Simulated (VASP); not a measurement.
## CF4: single point with r2SCAN+D3(BJ)

The system is CF4.

```xyz
40
Lattice="8.3510 0.0000 0.0000 0.0000 8.3510 0.0000 0.0000 0.0000 8.3510" Properties=species:S:1:pos:R:3 pbc="T T T"
C     5.8387    3.9260    2.6492
C     0.5547    0.3179    7.4718
C     2.2649    4.8168    5.7445
C     4.3787    8.4482    4.4566
C     8.3042    7.6493    3.2438
C     4.8095   -0.2105    0.5856
C     1.9844    3.7423    1.3281
C     6.7489    4.8057    6.8018
F     5.2734    3.4704    1.5449
F     7.1476    3.7463    2.5868
F     5.5766    5.2185    2.7703
F     5.3590    3.2706    3.6964
F     1.0526    1.5424    7.4471
F     1.0157   -0.3630    6.4393
F     0.9191   -0.2888    8.5892
F    -0.7656    0.3885    7.4104
F     2.8054    5.5368    6.7202
F     1.4448    3.9172    6.2669
F     1.5864    5.6104    4.9310
F     3.2165    4.1970    5.0581
F     5.2577    9.1609    5.1527
F     3.6318    7.7239    5.2728
F     3.6061    9.2678    3.7566
F     5.0238    7.6294    3.6399
F     7.6573    7.2570    4.3295
F     7.5147    8.4219    2.5117
F     9.3782    8.3373    3.5926
F     8.6626    6.5858    2.5393
F     5.6404   -1.2267    0.7429
F     3.6810   -0.4557    1.2324
F     5.3635    0.8943    1.0542
F     4.5442   -0.0521   -0.6997
F     2.6884    4.5013    2.1551
F     1.3167    2.8293    2.0229
F     1.1361    4.5076    0.6628
F     2.8020    3.1327    0.4788
F     7.0641    3.9890    7.7932
F     5.4325    4.9780    6.7662
F     7.3414    5.9783    6.9970
F     7.1521    4.2884    5.6486
```

| Item | Value |
| --- | --- |
| Program | VASP 6.6.1 |
| Task | single point |
| Functional | r2SCAN |
| Dispersion | D3(BJ) |
| Potentials or basis | VASP PAW PBE potentials, release 64 (C_h, F_h) |
| Cutoff | 1110 eV |
| k mesh | 1 × 1 × 1 |
| Occupations | fermi-dirac, width 0.02 eV |
| Spin | no spin polarisation |

```yaml
Pressure: 0.1 GPa
Largest_force: 0.210 eV/Å
Band_gap_on_the_k_mesh: 10.12 eV
Dispersion_energy_per_atom: -0.018 eV
```

Forces in eV/Å, atoms in the order of the input:
```
C   -0.029  0.011  0.045
C    0.002 -0.001  0.006
C    0.106 -0.048  0.033
C    0.031  0.111 -0.018
C   -0.004 -0.007 -0.052
C   -0.053  0.011 -0.018
C    0.017 -0.074  0.016
C   -0.076  0.033 -0.043
F    0.038  0.020  0.003
F    0.095 -0.008 -0.022
F    0.021 -0.032  0.103
F   -0.017  0.013 -0.082
F    0.062  0.096  0.030
F    0.026 -0.045 -0.086
F   -0.004 -0.020  0.080
F   -0.108 -0.012 -0.005
F   -0.095 -0.106 -0.108
F    0.072  0.017 -0.048
F   -0.014  0.017 -0.022
F   -0.090  0.104  0.154
F   -0.118 -0.123 -0.082
F   -0.048  0.088  0.004
F    0.104 -0.035  0.071
F   -0.017  0.101 -0.049
F   -0.033 -0.022  0.041
F    0.004  0.014  0.019
F    0.072 -0.016 -0.013
F   -0.018  0.013  0.005
F    0.050 -0.098 -0.005
F   -0.082 -0.028  0.022
F   -0.027  0.020  0.060
F   -0.004 -0.007 -0.065
F    0.041 -0.015  0.066
F    0.098  0.059 -0.054
F   -0.026 -0.045 -0.005
F   -0.069  0.096  0.050
F   -0.040 -0.045 -0.095
F    0.206  0.001  0.039
F   -0.019 -0.129 -0.080
F   -0.051  0.088  0.107
```

Stress tensor (GPa, compression positive):
```
 0.30  0.07  0.08
 0.07 -0.19 -0.01
 0.08 -0.01  0.30
```

Levels at points of the mesh, in eV from the valence-band top:
```csv
k point,band 124,band 125,band 126,band 127,band 128,band 129,band 130,band 131,band 132,band 133
"(0.00, 0.00, 0.00)",-0.09,-0.08,-0.05,-0.03,0.00,10.12,12.24,12.31,12.46,12.60
```

Wall time 33 min on 1 thread of Intel(R) Xeon(R) Platinum 8259CL CPU @ 2.50GHz (Skylake/Cascade Lake), on a shared host, peak memory 1.8 GiB.

Caveat: the k points lie up to 0.75 Å⁻¹ apart; the PAW data sets were made with another functional, which shifts forces and pressure a little.
